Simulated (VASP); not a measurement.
# Bi (Fm-3m) in VASP: a series of runs

Runs on Bi. Level: PBE. Tasks: single point.

Everything below comes from runs of VASP 6.6.1. Logs are shortened: lines on timing, memory, paths and dates and some standing lists are left out, and cuts for length are marked.

## (1) The cell of the first run

Symmetry: Fm-3m, No. 225, cubic system. The conventional cell has a = 5.032 Å, b = 5.032 Å, c = 5.032 Å, α = 90.00°, β = 90.00°, γ = 90.00°. Within 4.7 Å of Bi (site symmetry m-3m) lie 12 Bi at 3.56 Å.

## (2) Single point, PBE

The input, INCAR:

```
  PREC = Accurate
  ENCUT = 520
  EDIFF = 1E-7
  ISMEAR = -1
  SIGMA = 0.1
  LREAL = False
  LASPH = True
  NELM = 80
  ALGO = Normal
  ISIF = 2
  LWAVE = False
  LCHARG = False
  GGA = PE
  NBANDS = 14
```

The input, KPOINTS:

```
Automatic mesh
0
Gamma
  6 6 6
```

The input, POSCAR:

```
Bi
1.0
    0.0000000000      2.5158775227      2.5158775227
    2.5158775227      0.0000000000      2.5158775227
    2.5158775227      2.5158775227      0.0000000000
Bi
1
Direct
    0.0000000000      0.0000000000      0.0000000000
```

Potentials or basis: VASP PAW PBE potentials, release 64 (Bi_d).

The run is started by

```bash
> cat potpaw_PBE.64/Bi_d/POTCAR > POTCAR
> mpirun -np 1 vasp_std > vasp.out
```

OUTCAR:

```text
PREC = Accurate
   ENCUT = 520
   EDIFF = 1E-7
   ISMEAR = -1
   LREAL = False
   LASPH = True
   NELM = 80
   ISIF = 2
   GGA = PE

 ion  position               nearest neighbor table
   1  0.000  0.000  0.000-

  LATTYP: Found a face centered cubic cell.
 ALAT       =     5.0317550454

  Lattice vectors:

 A1 = (   0.0000000000,   2.5158775227,   2.5158775227)
 A2 = (   2.5158775227,   0.0000000000,   2.5158775227)
 A3 = (   2.5158775227,   2.5158775227,   0.0000000000)

Analysis of symmetry for initial positions (statically):
=====================================================================
 Subroutine PRICEL returns:
 Original cell was already a primitive cell.

 Routine SETGRP: Setting up the symmetry group for a
 face centered cubic supercell.

 Subroutine GETGRP returns: Found 48 space group operations
 (whereof 48 operations were pure point group operations)
 out of a pool of 48 trial point group operations.

The static configuration has the point symmetry O_h .

Analysis of symmetry for dynamics (positions and initial velocities):
=====================================================================
 Subroutine PRICEL returns:
 Original cell was already a primitive cell.

 Routine SETGRP: Setting up the symmetry group for a
 face centered cubic supercell.

 Subroutine GETGRP returns: Found 48 space group operations
 (whereof 48 operations were pure point group operations)
 out of a pool of 48 trial point group operations.

The dynamic configuration has the point symmetry O_h .

 Subroutine INISYM returns: Found 48 space group operations
 (whereof 48 operations are pure point group operations),
 and found     1 'primitive' translations

----------------------------------------------------------------------------------------

                                     Primitive cell

  volume of cell :      31.8492

  direct lattice vectors                    reciprocal lattice vectors
     0.000000000  2.515877523  2.515877523    -0.198737814  0.198737814  0.198737814
     2.515877523  0.000000000  2.515877523     0.198737814 -0.198737814  0.198737814
     2.515877523  2.515877523  0.000000000     0.198737814  0.198737814 -0.198737814

  length of vectors
     3.557988114  3.557988114  3.557988114     0.344223992  0.344223992  0.344223992

  position of ions in fractional coordinates (direct lattice)
     0.000000000  0.000000000  0.000000000

[... 72 lines left out ...]
   ISIF   =      2    stress and relaxation
   ISYM   =      2    0-nonsym 1-usesym 2-fastsym
   POTIM  = 0.5000    time-step for ionic-motion
   TEBEG  =    0.0;   TEEND  =   0.0 temperature during run
   PSTRESS=    0.0 pullay stress
   NELECT =      15.0000    total number of electrons
   NUPDOWN=      -1.0000    fix difference up-down
   EMIN   =  10.00;   EMAX   =-10.00  energy-range for DOS
   EFERMI =   0.00;   METHOD = LEGACY
   ISMEAR =    -1;   SIGMA  =   0.10  broadening in eV -4-tet -1-fermi 0-gaus
   EFERMI_NEDOS =   21; number of points for ismear=-14 and -15
   IALGO  =     38    algorithm
   IMIX   =      4    mixing-type and parameters
     AMIX     =   0.40;   BMIX     =  1.00
     AMIX_MAG =   1.60;   BMIX_MAG =  1.00
  volume/ion in A,a.u.               =      31.85       214.93
  Fermi-wavevector in a.u.,A,eV,Ry     =   1.273715  2.406973 22.073427  1.622351
  Thomas-Fermi vector in A             =   2.406523
   LORBIT       =      0    0 simple, 1 ext, 2 COOP (PROOUT), +10 PAW based schemes
   GGA     = PE    functional components
   LHFCALC =     F    Hartree Fock is set to
   AEXX    =    0.0000 exact exchange contribution
   IVDW    =     0    specifies the selected vdW correction
   LEPSILON=     F    determine dielectric tensor
   LRPA    =     F    only Hartree local field effects (RPA)
 non-spin polarized calculation
  energy-cutoff  :      520.00
  volume of cell :       31.85
 maximum number of plane-waves:       881
 NGX is ok and might be reduce to    28
   NGX = 13   NGY = 13   NGZ = 13

 number of electron      15.0000000 magnetization

 Free energy of the ion-electron system (eV)
  ---------------------------------------------------
  ext. energy  EPLUGINS =         0.00000000
  ---------------------------------------------------
  free energy    TOTEN  =        -3.76482405 eV

  energy without entropy =       -3.73827944  energy(sigma->0) =       -3.75155175

 E-fermi :   7.9274     XC(G=0): -10.1876

 val. band max:        7.0149404131   @ k =  -0.1667   0.1667   0.0000
 cond. band min:       7.9414548163   @ k =  -0.3333   0.1667   0.0000
 fundamental gap:      0.9265144032
 Fermi energy:         7.9274208983

 k-point     1 :       0.0000    0.0000    0.0000
  band No.  band energies     occupation
      1     -15.3785      2.00000
      2     -15.3785      2.00000
      3     -15.3785      2.00000
      4     -15.3138      2.00000
      5     -15.3138      2.00000
      6      -5.7359      2.00000
      7      12.5038      0.00000
      8      12.5038      0.00000
      9      12.5038      0.00000
     10      16.2917      0.00000
     11      16.7923      0.00000
     12      18.3986      0.00000
     13      18.3986      0.00000
     14      18.3986      0.00000
[... 241 lines left out ...]
      1     -15.3944      2.00000
      2     -15.3708      2.00000
      3     -15.2847      2.00000
      4     -15.2748      2.00000
      5     -15.2279      2.00000
      6      -1.8982      2.00000
      7       4.1074      2.00000
      8       6.1819      2.00000
      9       6.8918      1.99994
     10      14.7696      0.00000
     11      15.8643      0.00000
     12      20.9081      0.00000
     13      21.0060      0.00000
     14      25.9116      0.00000

------------------------ aborting loop because EDIFF is reached ----------------------------------------

  FORCE on cell =-STRESS in cart. coord.  units (eV):
  Direction    XX          YY          ZZ          XY          YZ          ZX
  --------------------------------------------------------------------------------------
  -------------------------------------------------------------------------------------
  Total       -0.1044351     -0.1044351     -0.1044351      0.0000000      0.0000000      0.0000000
  in kB       -5.2536185     -5.2536185     -5.2536185      0.0000000      0.0000000      0.0000000
  external PRESSURE =      -5.2536185 kB  Pullay stress =       0.0000000 kB

 VOLUME and BASIS-vectors are now :
 -----------------------------------------------------------------------------
  energy-cutoff  :      520.00
  volume of cell :       31.85
      direct lattice vectors                 reciprocal lattice vectors
     0.000000000  2.515877523  2.515877523    -0.198737814  0.198737814  0.198737814
     2.515877523  0.000000000  2.515877523     0.198737814 -0.198737814  0.198737814
     2.515877523  2.515877523  0.000000000     0.198737814  0.198737814 -0.198737814

 POSITION                                       TOTAL-FORCE (eV/Angst)
 -----------------------------------------------------------------------------------
      0.00000      0.00000      0.00000         0.000000      0.000000      0.000000
 -----------------------------------------------------------------------------------
    total drift:                               -0.000000      0.000000      0.000000

  FREE ENERGIE OF THE ION-ELECTRON SYSTEM (eV)
  ---------------------------------------------------
  free  energy   TOTEN  =        -3.7648240468 eV

  energy  without entropy=       -3.7382794438  energy(sigma->0) =       -3.75155175
```

Run time: 5.7 s. Hardware: 1 thread of AMD EPYC 9R45 (Zen 5), shared host; peak memory 0.12 GiB.

What came out:

| Item | Value |
| --- | --- |
| Free energy | -3.7648 eV |
| Pressure | -0.5 GPa |

Caveat: the k points lie up to 0.36 Å⁻¹ apart; spin-orbit coupling is left out, which moves the levels of the heavy elements.

## (3) Single point, PBE

The input, INCAR:

```
SYSTEM = Bi
PREC = Accurate
ENCUT = 520
EDIFF = 1E-6
ISMEAR = -1
SIGMA = 0.1
LREAL = .False.
LASPH = .True.
NELM = 60
ALGO = Normal
ISIF = 2
LWAVE = .False.
LCHARG = .False.
GGA = PE
NBANDS = 14
```

The input, KPOINTS:

```
Automatic mesh
0
Gamma
  11 11 11
  0 0 0
```

POSCAR is that of step 2.

Potentials or basis: VASP PAW PBE potentials, release 64 (Bi_d).

The run is started by

```bash
> cat potpaw_PBE.64/Bi_d/POTCAR > POTCAR
> mpirun -np 1 vasp_std > vasp.out
```

Run time: 17 s. Hardware: 1 thread of Intel Xeon Platinum 8488C (Sapphire Rapids), shared host; peak memory 0.17 GiB.

Results (log left out):

| Quantity | Value |
| --- | --- |
| Free energy | -3.7095 eV |
| Pressure | 0.0 GPa |

Levels at points of the mesh, in eV from the Fermi level:
| k point | band 4 | band 5 | band 6 | band 7 | band 8 | band 9 | band 10 | band 11 |
| --- | --- | --- | --- | --- | --- | --- | --- | --- |
| (0.00, 0.00, 0.00) | -23.03 | -23.03 | -13.46 | 4.78 | 4.78 | 4.78 | 8.56 | 9.06 |

Caveat: spin-orbit coupling is left out, which moves the levels of the heavy elements.
